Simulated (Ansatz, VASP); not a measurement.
Given: the input of a run of VASP 6.6.1 on MnSb.

INCAR

```
SYSTEM = MnSb
ALGO = Normal ; EDIFF = 1E-7
ENCUT = 520 ; GGA = PS
ISIF = 2 ; ISMEAR = -1
ISPIN = 2 ; LASPH = .TRUE.
LCHARG = .TRUE. ; LELF = .TRUE.
LMAXMIX = 4 ; LORBIT = 11
LREAL = .FALSE. ; LVHAR = .TRUE.
LWAVE = .FALSE. ; MAGMOM = 0 0 4 4
NBANDS = 30 ; NELM = 150
PREC = Accurate ; SIGMA = 0.05
```

Contents of KPOINTS:

```
k-points
0
G
  7 7 5
  0 0 0
```

The input POSCAR:

```
MnSb
1.0
    4.0939120434      0.0000000000      0.0000000000
   -2.0469560217      3.5454318304      0.0000000000
    0.0000000000      0.0000000000      5.7018823159
Sb Mn
2 2
Direct
    0.6666666667      0.3333333333      0.7500000000
    0.3333333333      0.6666666667      0.2500000000
    0.0000000000      0.0000000000      0.5000000000
    0.0000000000      0.0000000000      0.0000000000
```

Potentials or basis: VASP PAW PBE potentials, release 64 (Sb, Mn_pv).

The run is started by

```console
$ cat potpaw_PBE.64/Sb/POTCAR potpaw_PBE.64/Mn_pv/POTCAR > POTCAR
$ mpirun -np 1 vasp_std > vasp.out
```

Problem. Set up the same calculation for Ansatz 0.2.0. Potentials there: Ansatz PAW.

Solution. As run (the cutoff follows the program's own potentials):

File input.yaml:

```yaml
crystal:
  lattice:
    - [4.0939120434, 0.0, 0.0]
    - [-2.0469560217, 3.5454318304, 0.0]
    - [0.0, 0.0, 5.7018823159]
  atoms:
    - { symbol: Sb, position: [0.6666666667, 0.3333333333, 0.75] }
    - { symbol: Sb, position: [0.3333333333, 0.6666666667, 0.25] }
    - { symbol: Mn, position: [0.0, 0.0, 0.5], spin: 4.0 }
    - { symbol: Mn, position: [0.0, 0.0, 0.0], spin: 4.0 }
hamiltonian:
  xc: pbesol
  pseudopotentials: { kind: paw }
magnetization:
  spin_polarized: true
kpoints:
  mp_grid: { grid: [7, 7, 5] }
scf:
  occupations: { method: fermi_dirac, width: 0.05 }
output:
  forces: true
  stress: true
  eigenvalues: true
```

Potentials or basis: Ansatz PAW.

Run with:

```console
$ ansatz run input.yaml --threads 2 --pin off --max-ram 5120MiB --backend cpu --events-out ev --progress --plain --runs-dir out
```

Both were run:

|  | VASP | Ansatz | Ansatz less VASP |
| --- | --- | --- | --- |
| gap on the k mesh at the Fermi level (eV) | none | none | - |
| pressure (GPa) | -5.4 | -5.4 | -0.06 |
| traceless stress, the component that is largest in VASP (GPa) | -0.92 | -0.91 | +0.007 |
| net moment per atom (μB) | 1.61 | 1.61 | +0.003 |
| size of the moment on the site where the two differ most (μB) | 3.26 | 3.28 | +0.023 |

VASP's potentials were made for PBE, not for PBEsol. Site moments also hang on the region over which each program counts them. A gap of «none» marks a metal or a gap that the smearing closes. VASP's potentials hold 36 valence electrons a cell and Ansatz's 60, so a difference there can come from the potentials and not from the codes.

Spin-orbit coupling is off throughout.
